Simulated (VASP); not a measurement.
## Na2Te2H: single point with PBE

Crystal: Na2Te2H.

```xyz
10
Lattice="6.8979 0.0000 0.0000 0.0000 8.1884 0.0000 0.0000 0.0000 7.7445" Properties=species:S:1:pos:R:3 pbc="T T T"
Na    0.0000    0.0000    1.5073
Na    3.4489    4.0942    6.2373
Na    0.0000    0.0000    6.2373
Na    3.4489    4.0942    1.5073
Te    2.2805    6.6364    0.0000
Te    4.6174    1.5520    0.0000
Te    5.7294    5.6462    0.0000
Te    1.1684    2.5422    0.0000
H     3.4489    0.0000    0.0000
H     0.0000    4.0942    0.0000
```

- Program: VASP 6.6.1
- Task: single point
- Functional: PBE
- Potentials or basis: VASP PAW PBE potentials, release 64 (Na_pv, Te, H)
- Cutoff: 520 eV
- k mesh: 3 × 2 × 3
- Occupations: gaussian, width 0.2 eV
- Spin: no spin polarisation

The pressure is 0.3 GPa and the largest force is 0.078 eV/Å. The band gap on the k mesh is zero (band 27 reaches 0.96 eV, above the bottom of band 28 at 0.37 eV).

Forces on the atoms (eV/Å):
```
Na   0.000  0.000  0.078
Na   0.000  0.000 -0.078
Na   0.000  0.000 -0.078
Na   0.000  0.000  0.078
Te  -0.037  0.027  0.000
Te   0.037 -0.027  0.000
Te  -0.037 -0.027  0.000
Te   0.037  0.027  0.000
H    0.000  0.000  0.000
H    0.000  0.000  0.000
```

Stress tensor (GPa, compression positive):
```
0.22 0.00 0.00
0.00 0.31 0.00
0.00 0.00 0.36
```

Levels at points of the mesh, in eV from the Fermi level:
```
           k point  band 24  band 25  band 26  band 27  band 28  band 29  band 30  band 31
(0.00, 0.00, 0.00)    -0.88    -0.84    -0.32     0.38     0.86     1.19     2.49     2.96
(0.00, 0.50, 0.00)    -1.05    -0.81    -0.81    -0.18    -0.18     1.49     1.49     3.70
```

It took 5 min on 1 thread of Intel(R) Xeon(R) Platinum 8375C CPU @ 2.90GHz (Ice Lake), on a shared host, peak memory 0.53 GiB.

Caveat: the k points lie up to 0.38 Å⁻¹ apart; spin-orbit coupling is left out, which moves the levels of the heavy elements.
